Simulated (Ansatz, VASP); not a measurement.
## MgO in VASP and in Ansatz

```
Mg O
1.0
     0.00000    2.09700    2.09700
     2.09700    0.00000    2.09700
     2.09700    2.09700    0.00000
Mg O
1 1
Direct
  0.00000 0.00000 0.00000
  0.50000 0.50000 0.50000
```

Alike in both runs: task single point; functional PBE; k mesh 11 × 11 × 11; occupations gaussian, width 0.012 eV; no spin polarisation.

|  | VASP | Ansatz |
| --- | --- | --- |
| version | VASP 6.6.1 | Ansatz 0.2.0 |
| potentials or method | VASP PAW PBE potentials, release 64 (Mg, O), cutoff 520 eV | all-electron LAPW, scalar-relativistic |

VASP gave:

| Quantity | Value |
| --- | --- |
| gap on the k mesh at the Fermi level (eV) | 4.85 |
| least direct gap on the mesh (eV) | 4.85 |
| pressure (GPa) | 6.2 |

Q: Estimate Ansatz's values.

A: gap on the k mesh at the Fermi level (eV): 4.86; least direct gap on the mesh (eV): 4.86; pressure (GPa): 7.0.

Ansatz ran all-electron here, and VASP with PAW potentials.
